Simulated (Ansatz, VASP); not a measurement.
## One calculation of ZnS, two programs

```xyz
4
Lattice="3.4919 0.0000 0.0000 -1.7459 3.0240 0.0000 0.0000 0.0000 7.4256" Properties=species:S:1:pos:R:3 pbc="T T T"
Zn    0.0000    2.0160    0.0000
Zn    1.7459    1.0080    3.7128
S     0.0000    2.0160    2.8588
S     1.7459    1.0080    6.5716
```

Alike in both runs: task single point; functional PBE; k mesh 12 × 12 × 6; occupations gaussian, width 0.05 eV; no spin polarisation.

```csv
,VASP,Ansatz
version,VASP 6.6.1,Ansatz 0.2.0
potentials or method,"VASP PAW PBE potentials, release 64 (Zn, S), cutoff 520 eV","scalar-relativistic, plane waves, PAW"
valence electrons in the cell,36,36
```

```csv
,VASP,Ansatz,Ansatz less VASP
gap on the k mesh at the Fermi level (eV),0.90,0.91,+0.002
least direct gap on the mesh (eV),0.90,0.91,+0.002
pressure (GPa),11.7,11.6,-0.16
"traceless stress, the component that is largest in VASP (GPa)",-18.34,-18.24,+0.102
rms of the force components (eV/Å),0.483,0.473,-0.0094
```

Atom by atom the forces differ by 0.009 eV/Å (rms over components). The functional is the same, so the differences come from potentials, cutoffs and numerics.
